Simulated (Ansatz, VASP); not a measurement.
## One calculation of SnPHO3, two programs

The input INCAR:

```
PREC = Accurate
ENCUT = 520
EDIFF = 1E-6
ISMEAR = -1
SIGMA = 0.1
LREAL = False
LASPH = True
NELM = 80
ALGO = Normal
ISIF = 2
LWAVE = False
LCHARG = True
GGA = PE
LELF = True
LVHAR = True
NBANDS = 50
```

File KPOINTS:

```
regular mesh
0
Gamma
  4 4 4
```

Contents of POSCAR:

```
SnPHO3
1.0
    4.7234500000      0.0000000000      4.0627290000
    3.5789170000     -6.2450600000      0.0000000000
    2.4343840000      0.0000000000     -4.0627290000
Sn P O H
2 2 6 2
Direct
    0.7560800000      0.2707600000      0.8278100000
    0.0268400000      0.7292400000      0.5985700000
    0.3644400000      0.2783200000      0.2566400000
    0.6427600000      0.7216800000      0.0349600000
    0.5957000000      0.1586000000      0.1785000000
    0.7543000000      0.8414000000      0.8371000000
    0.1453000000      0.4368000000      0.9722000000
    0.5821000000      0.5632000000      0.9090000000
    0.4087000000      0.3864000000      0.4878000000
    0.7951000000      0.6136000000      0.3742000000
    0.2660690000      0.1426950000      0.3794750000
    0.4087640000      0.8573050000      0.0221700000
```

Input for Ansatz:

```yaml
crystal:
  lattice:
    - [4.72345, 0.0, 4.062729]
    - [3.578917, -6.24506, 0.0]
    - [2.434384, 0.0, -4.062729]
  atoms:
    - { symbol: Sn, position: [0.75608, 0.27076, 0.82781] }
    - { symbol: Sn, position: [0.02684, 0.72924, 0.59857] }
    - { symbol: P, position: [0.36444, 0.27832, 0.25664] }
    - { symbol: P, position: [0.64276, 0.72168, 0.03496] }
    - { symbol: O, position: [0.5957, 0.1586, 0.1785] }
    - { symbol: O, position: [0.7543, 0.8414, 0.8371] }
    - { symbol: O, position: [0.1453, 0.4368, 0.9722] }
    - { symbol: O, position: [0.5821, 0.5632, 0.909] }
    - { symbol: O, position: [0.4087, 0.3864, 0.4878] }
    - { symbol: O, position: [0.7951, 0.6136, 0.3742] }
    - { symbol: H, position: [0.266069, 0.142695, 0.379475] }
    - { symbol: H, position: [0.408764, 0.857305, 0.02217] }
  symmetry: { tolerance: 0.0003 }
kpoints:
  mp_grid: { grid: [4, 4, 4], shift: [0, 0, 0] }
  band_path:
    path:
      - [0.0, 0.0, 0.0]
      - [-0.5, 0.0, 0.5]
      - [-0.5, -0.48091835, 0.5]
      - [0.5, 0.48091835, 0.5]
      - [0.5, 0.5, 0.5]
      - [0.0, 0.0, 0.0]
      - [0.0, -0.5, 0.0]
      - [0.0, 0.0, 0.5]
      - [0.0, 0.0, 0.0]
      - [0.5, 0.0, 0.0]
    npoints: 7
magnetization:
  spin_polarized: false
scf:
  occupations: { method: fermi_dirac }
  lower_state_search: "off"
  max_iter: 200
hamiltonian:
  pseudopotentials: { kind: paw }
  xc: pbe
basis:
  ecutwfc: 420
  fft_grid_basis: typed
output:
  forces: true
  stress: true
  eigenvalues: true
  populations: true
  elf: true
  write_potential: true
  volumetric_format: npy
  dos:
    e_range: [-12, 8]
    de: 0.05
    projected: { site_lists: { H: [H], O: [O], P: [P], Sn: [Sn] } }
checkpoint:
  read: saved_state
```

Alike in both runs: task single point; functional PBE; k mesh 4 × 4 × 4; no spin polarisation.

```csv
,VASP,Ansatz
version,VASP 6.6.1,Ansatz 0.2.0
potentials or method,"VASP PAW PBE potentials, release 64 (Sn_d, P, O, H), cutoff 520 eV",PAW plane waves
occupations,"fermi-dirac, width 0.1 eV",fermi-dirac
valence electrons in the cell,76,76
```

|  | VASP | Ansatz | Ansatz less VASP |
| --- | --- | --- | --- |
| pressure (GPa) | 1.6 | 1.8 | +0.26 |
| traceless stress, the component that is largest in VASP (GPa) | -0.75 | -0.75 | -0.002 |
| rms of the force components (eV/Å) | 0.309 | 0.314 | +0.0048 |

Atom by atom the forces differ by 0.035 eV/Å (rms over components).
